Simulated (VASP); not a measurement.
# Ti (Fm-3m) in VASP: a series of runs

Ti is run at these levels: PBE; tasks: single point.

All numbers are computed with VASP 6.6.1; they aren't measurements. Logs are shortened: lines on timing, memory, paths and dates and some standing lists are left out, and cuts for length are marked.

### 1 The cell of the first run

Symmetry: Fm-3m, No. 225, cubic system. Conventional cell: a = 4.086 Å, b = 4.086 Å, c = 4.086 Å, α = 90.00°, β = 90.00°, γ = 90.00°. Ti (site symmetry m-3m) has 12 Ti at 2.89 Å within 3.8 Å.

This isn't the form of Ti at room conditions, which is hcp.

### 2 Single point, PBE

Contents of INCAR:

```
SYSTEM = Ti
PREC = Accurate
ENCUT = 520
EDIFF = 1E-6
ISMEAR = -1
SIGMA = 0.06122561905347299
LREAL = .FALSE.
LASPH = .TRUE.
NELM = 80
ALGO = Normal
ISIF = 2
LWAVE = .FALSE.
LCHARG = .FALSE.
GGA = PE
NBANDS = 12
```

Contents of KPOINTS:

```
Automatic mesh
0
G
  16 16 16
  0 0 0
```

Contents of POSCAR:

```
Ti
1.0
    0.0000000000      2.0427626874      2.0427626874
    2.0427626874      0.0000000000      2.0427626874
    2.0427626874      2.0427626874      0.0000000000
Ti
1
Direct
    0.0000000000      0.0000000000      0.0000000000
```

Potentials or basis: VASP PAW PBE potentials, release 64 (Ti_sv).

Run with:

```sh
$ cat potpaw_PBE.64/Ti_sv/POTCAR > POTCAR
$ mpirun -np 1 vasp_std > vasp.out
```

OUTCAR:

```text
SYSTEM = Ti
   PREC = Accurate
   ENCUT = 520
   EDIFF = 1E-6
   ISMEAR = -1
   LREAL = .FALSE.
   LASPH = .TRUE.
   NELM = 80
   ISIF = 2
   GGA = PE

 ion  position               nearest neighbor table
   1  0.000  0.000  0.000-

  LATTYP: Found a face centered cubic cell.
 ALAT       =     4.0855253748

  Lattice vectors:

 A1 = (   0.0000000000,   2.0427626874,   2.0427626874)
 A2 = (   2.0427626874,   0.0000000000,   2.0427626874)
 A3 = (   2.0427626874,   2.0427626874,   0.0000000000)

Analysis of symmetry for initial positions (statically):
=====================================================================
 Subroutine PRICEL returns:
 Original cell was already a primitive cell.

 Routine SETGRP: Setting up the symmetry group for a
 face centered cubic supercell.

 Subroutine GETGRP returns: Found 48 space group operations
 (whereof 48 operations were pure point group operations)
 out of a pool of 48 trial point group operations.

The static configuration has the point symmetry O_h .

Analysis of symmetry for dynamics (positions and initial velocities):
=====================================================================
 Subroutine PRICEL returns:
 Original cell was already a primitive cell.

 Routine SETGRP: Setting up the symmetry group for a
 face centered cubic supercell.

 Subroutine GETGRP returns: Found 48 space group operations
 (whereof 48 operations were pure point group operations)
 out of a pool of 48 trial point group operations.

The dynamic configuration has the point symmetry O_h .

 Subroutine INISYM returns: Found 48 space group operations
 (whereof 48 operations are pure point group operations),
 and found     1 'primitive' translations

----------------------------------------------------------------------------------------

                                     Primitive cell

  volume of cell :      17.0484

  direct lattice vectors                    reciprocal lattice vectors
     0.000000000  2.042762687  2.042762687    -0.244766562  0.244766562  0.244766562
     2.042762687  0.000000000  2.042762687     0.244766562 -0.244766562  0.244766562
     2.042762687  2.042762687  0.000000000     0.244766562  0.244766562 -0.244766562

  length of vectors
     2.888902697  2.888902697  2.888902697     0.423948121  0.423948121  0.423948121

  position of ions in fractional coordinates (direct lattice)
     0.000000000  0.000000000  0.000000000

  ion indices of the primitive-cell ions
   primitive index   ion index
                 1           1

[... 79 lines left out ...]
   POTIM  = 0.5000    time-step for ionic-motion
   TEBEG  =    0.0;   TEEND  =   0.0 temperature during run
   PSTRESS=    0.0 pullay stress
   NELECT =      12.0000    total number of electrons
   NUPDOWN=      -1.0000    fix difference up-down
   EMIN   =  10.00;   EMAX   =-10.00  energy-range for DOS
   EFERMI =   0.00;   METHOD = LEGACY
   ISMEAR =    -1;   SIGMA  =   0.06  broadening in eV -4-tet -1-fermi 0-gaus
   EFERMI_NEDOS =   21; number of points for ismear=-14 and -15
   IALGO  =     38    algorithm
   IMIX   =      4    mixing-type and parameters
     AMIX     =   0.40;   BMIX     =  1.00
     AMIX_MAG =   1.60;   BMIX_MAG =  1.00
  volume/ion in A,a.u.               =      17.05       115.05
  Fermi-wavevector in a.u.,A,eV,Ry     =   1.456266  2.751943 28.854014  2.120710
  Thomas-Fermi vector in A             =   2.573204
   LORBIT       =      0    0 simple, 1 ext, 2 COOP (PROOUT), +10 PAW based schemes
   GGA     = PE    functional components
   LHFCALC =     F    Hartree Fock is set to
   AEXX    =    0.0000 exact exchange contribution
   IVDW    =     0    specifies the selected vdW correction
   LEPSILON=     F    determine dielectric tensor
   LRPA    =     F    only Hartree local field effects (RPA)
 non-spin polarized calculation
  energy-cutoff  :      520.00
  volume of cell :       17.05
 maximum number of plane-waves:       477
 NGX is ok and might be reduce to    24
   NGX = 11   NGY = 11   NGZ = 11

 number of electron      12.0000003 magnetization

 Free energy of the ion-electron system (eV)
  ---------------------------------------------------
  ext. energy  EPLUGINS =         0.00000000
  ---------------------------------------------------
  free energy    TOTEN  =        -7.78636480 eV

  energy without entropy =       -7.76477615  energy(sigma->0) =       -7.77557047

 E-fermi :   8.4178     XC(G=0): -11.5864

 val. band max:        8.4097559155   @ k =   0.5000   0.1250   0.0625
 cond. band min:       8.4342018888   @ k =  -0.2500   0.2500   0.0625
 fundamental gap:      0.0244459733
 Fermi energy:         8.4177868739

 k-point     1 :       0.0000    0.0000    0.0000
  band No.  band energies     occupation
      1     -48.2590      2.00000
      2     -24.0964      2.00000
      3     -24.0964      2.00000
      4     -24.0964      2.00000
      5       2.2783      2.00000
      6       9.3061      0.00000
      7       9.3061      0.00000
      8       9.3061      0.00000
      9      10.9789      0.00000
     10      10.9789      0.00000
     11      23.7688      0.00000
     12      28.3364      0.00000
[... 331 lines left out ...]
 k-point    24 :      -0.0625    0.0625    0.0000
  band No.  band energies     occupation
      1     -48.2460      2.00000
      2     -24.1637      2.00000
      3     -24.1158      2.00000
      4     -24.1009      2.00000
      5       2.6181      2.00000
      6       9.0912      0.00003
      7       9.4229      0.00000
      8       9.4380      0.00000
      9      10.8206      0.00000
     10      10.9890      0.00000
     11      24.0232      0.00000
     12      26.4088      0.00000

 [... further k-points ...]

------------------------ aborting loop because EDIFF is reached ----------------------------------------

  FORCE on cell =-STRESS in cart. coord.  units (eV):
  Direction    XX          YY          ZZ          XY          YZ          ZX
  --------------------------------------------------------------------------------------
  -------------------------------------------------------------------------------------
  Total        0.2080894      0.2080894      0.2080894      0.0000000     -0.0000000      0.0000000
  in kB       19.5558516     19.5558516     19.5558516      0.0000000     -0.0000000      0.0000000
  external PRESSURE =      19.5558516 kB  Pullay stress =       0.0000000 kB

 VOLUME and BASIS-vectors are now :
 -----------------------------------------------------------------------------
  energy-cutoff  :      520.00
  volume of cell :       17.05
      direct lattice vectors                 reciprocal lattice vectors
     0.000000000  2.042762687  2.042762687    -0.244766562  0.244766562  0.244766562
     2.042762687  0.000000000  2.042762687     0.244766562 -0.244766562  0.244766562
     2.042762687  2.042762687  0.000000000     0.244766562  0.244766562 -0.244766562

 POSITION                                       TOTAL-FORCE (eV/Angst)
 -----------------------------------------------------------------------------------
      0.00000      0.00000      0.00000         0.000000      0.000000      0.000000
 -----------------------------------------------------------------------------------
    total drift:                               -0.000000      0.000000      0.000000

  FREE ENERGIE OF THE ION-ELECTRON SYSTEM (eV)
  ---------------------------------------------------
  free  energy   TOTEN  =        -7.7863648018 eV

  energy  without entropy=       -7.7647761478  energy(sigma->0) =       -7.77557047
```

OSZICAR:

```text
N       E                     dE             d eps       ncg     rms          rms(c)
DAV:   1     0.854969884433E+02    0.85497E+02   -0.64937E+03  3488   0.122E+03
DAV:   2    -0.443091951613E+01   -0.89928E+02   -0.87435E+02  3568   0.296E+02
DAV:   3    -0.867775211888E+01   -0.42468E+01   -0.41972E+01  4916   0.646E+01
DAV:   4    -0.877198983690E+01   -0.94238E-01   -0.94156E-01  3936   0.836E+00
DAV:   5    -0.877438132774E+01   -0.23915E-02   -0.23914E-02  4220   0.115E+00    0.846E+00
DAV:   6    -0.778963301233E+01    0.98475E+00   -0.20106E+00  3780   0.213E+01    0.225E+00
DAV:   7    -0.777598113343E+01    0.13652E-01   -0.10310E-01  4264   0.380E+00    0.130E+00
DAV:   8    -0.778609412968E+01   -0.10113E-01   -0.38997E-02  3588   0.252E+00    0.178E-01
DAV:   9    -0.778635096365E+01   -0.25683E-03   -0.45665E-03  4396   0.785E-01    0.894E-02
DAV:  10    -0.778639010059E+01   -0.39137E-04   -0.25350E-04  3712   0.190E-01    0.245E-02
DAV:  11    -0.778636546781E+01    0.24633E-04   -0.21737E-05  4164   0.575E-02    0.105E-02
DAV:  12    -0.778636480182E+01    0.66599E-06   -0.18256E-06  3768   0.182E-02
   1 F= -.77863648E+01 E0= -.77755705E+01  d E =-.215887E-01
```

Run time: 15 s. Hardware: 1 thread of Intel Xeon Platinum 8488C (Sapphire Rapids), shared host; peak memory 0.15 GiB.

What came out:

```yaml
Free_energy: -7.7864 eV
Pressure: 2.0 GPa
Band_gap_on_the_k_mesh: zero (bands 6 and 7 overlap by 1.27 eV)
```

### 3 Single point, PBE

This run uses another cell than the first one, of 17.40 Å³/atom.

Contents of INCAR:

```
SYSTEM = Ti
  ALGO = Normal
  EDIFF = 1E-6
  ENCUT = 520
  GGA = PE
  ISIF = 2
  ISMEAR = -1
  LASPH = .True.
  LCHARG = .False.
  LREAL = .False.
  LWAVE = .False.
  NBANDS = 12
  NELM = 100
  PREC = Accurate
  SIGMA = 0.06122561905347299
```

Contents of KPOINTS:

```
k-points
0
Gamma
  16 16 16
  0 0 0
```

Contents of POSCAR:

```
Ti
1.0
    0.0000000000      2.0565655567      2.0565655567
    2.0565655567      0.0000000000      2.0565655567
    2.0565655567      2.0565655567      0.0000000000
Ti
1
Direct
    0.0000000000      0.0000000000      0.0000000000
```

Potentials or basis: VASP PAW PBE potentials, release 64 (Ti_sv).

Run with:

```sh
$ cat potpaw_PBE.64/Ti_sv/POTCAR > POTCAR
$ mpirun -np 1 vasp_std > vasp.out
```

Wall time 16 s (1 thread of Intel Xeon Platinum 8488C (Sapphire Rapids), shared host); peak memory 0.15 GiB.

It converged, with:

| Property | Result |
| --- | --- |
| Free energy | -7.7883 eV |
| Pressure | -0.3 GPa |
| Band gap on the k mesh | zero (bands 6 and 7 overlap by 1.25 eV) |

Levels at points of the mesh, in eV from the Fermi level:
| k point | band 3 | band 4 | band 5 | band 6 | band 7 | band 8 | band 9 | band 10 |
| --- | --- | --- | --- | --- | --- | --- | --- | --- |
| (0.00, 0.00, 0.00) | -32.57 | -32.57 | -6.09 | 0.88 | 0.88 | 0.88 | 2.50 | 2.50 |
| (0.50, 0.00, 0.00) | -32.66 | -32.66 | -2.58 | 0.63 | 0.76 | 0.76 | 3.57 | 3.57 |
| (0.50, 0.50, 0.00) | -32.81 | -32.81 | -2.56 | -1.70 | 2.83 | 3.56 | 3.84 | 3.84 |

### 4 Single point, PBE

This run uses another cell than the first one, of 17.40 Å³/atom.

Contents of INCAR:

```
  ALGO = Normal
  EDIFF = 1E-7
  ENCUT = 520
  GGA = PE
  ISIF = 2
  ISMEAR = -1
  LASPH = T
  LCHARG = F
  LREAL = F
  LWAVE = F
  NBANDS = 12
  NELM = 60
  PREC = Accurate
  SIGMA = 0.06122561905347299
```

Contents of KPOINTS:

```
k-points
0
Gamma
  16 16 16
```

POSCAR is that of step 3.

Potentials or basis: VASP PAW PBE potentials, release 64 (Ti_sv).

Run with:

```sh
$ cat potpaw_PBE.64/Ti_sv/POTCAR > POTCAR
$ mpirun -np 1 vasp_std > vasp.out
```

OUTCAR:

```text
EDIFF = 1E-7
   ENCUT = 520
   GGA = PE
   ISIF = 2
   ISMEAR = -1
   LASPH = T
   LREAL = F
   NELM = 60
   PREC = Accurate

 ion  position               nearest neighbor table
   1  0.000  0.000  0.000-

  LATTYP: Found a face centered cubic cell.
 ALAT       =     4.1131311134

  Lattice vectors:

 A1 = (   0.0000000000,   2.0565655567,   2.0565655567)
 A2 = (   2.0565655567,   0.0000000000,   2.0565655567)
 A3 = (   2.0565655567,   2.0565655567,   0.0000000000)

Analysis of symmetry for initial positions (statically):
=====================================================================
 Subroutine PRICEL returns:
 Original cell was already a primitive cell.

 Routine SETGRP: Setting up the symmetry group for a
 face centered cubic supercell.

 Subroutine GETGRP returns: Found 48 space group operations
 (whereof 48 operations were pure point group operations)
 out of a pool of 48 trial point group operations.

The static configuration has the point symmetry O_h .

Analysis of symmetry for dynamics (positions and initial velocities):
=====================================================================
 Subroutine PRICEL returns:
 Original cell was already a primitive cell.

 Routine SETGRP: Setting up the symmetry group for a
 face centered cubic supercell.

 Subroutine GETGRP returns: Found 48 space group operations
 (whereof 48 operations were pure point group operations)
 out of a pool of 48 trial point group operations.

The dynamic configuration has the point symmetry O_h .

 Subroutine INISYM returns: Found 48 space group operations
 (whereof 48 operations are pure point group operations),
 and found     1 'primitive' translations

----------------------------------------------------------------------------------------

                                     Primitive cell

  volume of cell :      17.3963

  direct lattice vectors                    reciprocal lattice vectors
     0.000000000  2.056565557  2.056565557    -0.243123784  0.243123784  0.243123784
[... 111 lines left out ...]
   AEXX    =    0.0000 exact exchange contribution
   IVDW    =     0    specifies the selected vdW correction
   LEPSILON=     F    determine dielectric tensor
   LRPA    =     F    only Hartree local field effects (RPA)
 non-spin polarized calculation
  energy-cutoff  :      520.00
  volume of cell :       17.40
 maximum number of plane-waves:       489
 NGX is ok and might be reduce to    24
   NGX = 11   NGY = 11   NGZ = 11

 number of electron      12.0000002 magnetization

 Free energy of the ion-electron system (eV)
  ---------------------------------------------------
  ext. energy  EPLUGINS =         0.00000000
  ---------------------------------------------------
  free energy    TOTEN  =        -7.78831201 eV

  energy without entropy =       -7.76632603  energy(sigma->0) =       -7.77731902

 E-fermi :   8.2015     XC(G=0): -11.4912

 val. band max:        8.1981007697   @ k =  -0.2500   0.2500   0.0000
 cond. band min:       8.2234041533   @ k =  -0.4375   0.1250   0.0625
 fundamental gap:      0.0253033836
 Fermi energy:         8.2014541662

 k-point     1 :       0.0000    0.0000    0.0000
  band No.  band energies     occupation
      1     -48.5099      2.00000
      2     -24.3712      2.00000
      3     -24.3712      2.00000
      4     -24.3712      2.00000
      5       2.1106      2.00000
      6       9.0770      0.00000
      7       9.0770      0.00000
      8       9.0770      0.00000
      9      10.7041      0.00000
     10      10.7041      0.00000
     11      23.4402      0.00000
     12      27.9083      0.00000
[... 331 lines left out ...]
 k-point    24 :      -0.0625    0.0625    0.0000
  band No.  band energies     occupation
      1     -48.4981      2.00000
      2     -24.4342      2.00000
      3     -24.3894      2.00000
      4     -24.3755      2.00000
      5       2.4440      2.00000
      6       8.8682      0.00004
      7       9.1909      0.00000
      8       9.2052      0.00000
      9      10.5511      0.00000
     10      10.7142      0.00000
     11      23.6724      0.00000
     12      25.9923      0.00000

 [... further k-points ...]

------------------------ aborting loop because EDIFF is reached ----------------------------------------

  FORCE on cell =-STRESS in cart. coord.  units (eV):
  Direction    XX          YY          ZZ          XY          YZ          ZX
  --------------------------------------------------------------------------------------
  -------------------------------------------------------------------------------------
  Total       -0.0282491     -0.0282491     -0.0282491      0.0000000      0.0000000     -0.0000000
  in kB       -2.6017055     -2.6017055     -2.6017055      0.0000000      0.0000000     -0.0000000
  external PRESSURE =      -2.6017055 kB  Pullay stress =       0.0000000 kB

 VOLUME and BASIS-vectors are now :
 -----------------------------------------------------------------------------
  energy-cutoff  :      520.00
  volume of cell :       17.40
      direct lattice vectors                 reciprocal lattice vectors
     0.000000000  2.056565557  2.056565557    -0.243123784  0.243123784  0.243123784
     2.056565557  0.000000000  2.056565557     0.243123784 -0.243123784  0.243123784
     2.056565557  2.056565557  0.000000000     0.243123784  0.243123784 -0.243123784

 POSITION                                       TOTAL-FORCE (eV/Angst)
 -----------------------------------------------------------------------------------
      0.00000      0.00000      0.00000         0.000000      0.000000     -0.000000
 -----------------------------------------------------------------------------------
    total drift:                               -0.000000      0.000000     -0.000000

  FREE ENERGIE OF THE ION-ELECTRON SYSTEM (eV)
  ---------------------------------------------------
  free  energy   TOTEN  =        -7.7883120079 eV

  energy  without entropy=       -7.7663260250  energy(sigma->0) =       -7.77731902
```

OSZICAR:

```text
N       E                     dE             d eps       ncg     rms          rms(c)
DAV:   1     0.878098674736E+02    0.87810E+02   -0.64770E+03  3492   0.120E+03
DAV:   2    -0.440572156705E+01   -0.92216E+02   -0.89663E+02  3520   0.297E+02
DAV:   3    -0.872139509148E+01   -0.43157E+01   -0.42654E+01  4908   0.657E+01
DAV:   4    -0.880762915675E+01   -0.86234E-01   -0.86103E-01  3944   0.824E+00
DAV:   5    -0.880951723167E+01   -0.18881E-02   -0.18880E-02  4260   0.110E+00    0.830E+00
DAV:   6    -0.779379123964E+01    0.10157E+01   -0.20833E+00  3776   0.215E+01    0.217E+00
DAV:   7    -0.777892003275E+01    0.14871E-01   -0.10199E-01  4244   0.374E+00    0.128E+00
DAV:   8    -0.778805742541E+01   -0.91374E-02   -0.37807E-02  3628   0.252E+00    0.181E-01
DAV:   9    -0.778830868381E+01   -0.25126E-03   -0.45870E-03  4460   0.797E-01    0.869E-02
DAV:  10    -0.778833639865E+01   -0.27715E-04   -0.24945E-04  3696   0.191E-01    0.244E-02
DAV:  11    -0.778831261546E+01    0.23783E-04   -0.20862E-05  4208   0.568E-02    0.109E-02
DAV:  12    -0.778831165457E+01    0.96089E-06   -0.22840E-06  3792   0.205E-02    0.188E-03
DAV:  13    -0.778831208168E+01   -0.42710E-06   -0.37921E-07  4232   0.541E-03    0.154E-03
DAV:  14    -0.778831200785E+01    0.73826E-07   -0.35623E-08  2128   0.241E-03
   1 F= -.77883120E+01 E0= -.77773190E+01  d E =-.219860E-01
```

It took 18 s on 1 thread of Intel Xeon Platinum 8488C (Sapphire Rapids), shared host; peak memory 0.15 GiB.

What came out:

- Free energy: -7.7883 eV
- Pressure: -0.3 GPa
- Band gap on the k mesh: zero (bands 6 and 7 overlap by 1.25 eV)

Levels at points of the mesh, in eV from the Fermi level:
| k point | band 2 | band 3 | band 4 | band 5 | band 6 | band 7 | band 8 | band 9 | band 10 | band 11 |
| --- | --- | --- | --- | --- | --- | --- | --- | --- | --- | --- |
| (0.00, 0.00, 0.00) | -32.57 | -32.57 | -32.57 | -6.09 | 0.88 | 0.88 | 0.88 | 2.50 | 2.50 | 15.24 |
| (0.50, 0.00, 0.00) | -33.24 | -32.66 | -32.66 | -2.58 | 0.63 | 0.76 | 0.76 | 3.57 | 3.57 | 8.15 |
| (0.50, 0.50, 0.00) | -33.19 | -32.81 | -32.81 | -2.56 | -1.70 | 2.83 | 3.56 | 3.84 | 3.84 | 10.52 |
